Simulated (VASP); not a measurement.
Here is a VASP 6.6.1 calculation.

File INCAR:

```
SYSTEM = TiC
PREC = Accurate ; ENCUT = 520
EDIFF = 1E-6 ; ISMEAR = -1
SIGMA = 0.03 ; LREAL = .False.
LASPH = .True. ; NELM = 60
ALGO = Normal ; ISIF = 2
LWAVE = .False. ; LCHARG = .True.
GGA = PE ; LELF = .True.
LVHAR = .True. ; NBANDS = 15
```

Contents of KPOINTS:

```
Automatic mesh
0
Gamma
  14 14 14
  0 0 0
```

Contents of POSCAR:

```
TiC
1.0
    0.0000000000      2.1843535002      2.1843535002
    2.1843535002      0.0000000000      2.1843535002
    2.1843535002      2.1843535002      0.0000000000
Ti C
1 1
Direct
    0.0000000000      0.0000000000      0.0000000000
    0.5000000000      0.5000000000      0.5000000000
```

Potentials or basis: VASP PAW PBE potentials, release 64 (Ti_sv, C).

Launch:

```bash
$ cat potpaw_PBE.64/Ti_sv/POTCAR potpaw_PBE.64/C/POTCAR > POTCAR
$ mpirun -np 1 vasp_std > vasp.out
```

**Question.** Estimate the band gap on the k mesh.

**Answer.** Zero (band 8 reaches 9.80 eV, above the bottom of band 9 at 8.71 eV).

**Question.** Estimate the pressure.

**Answer.** -5.7 GPa.
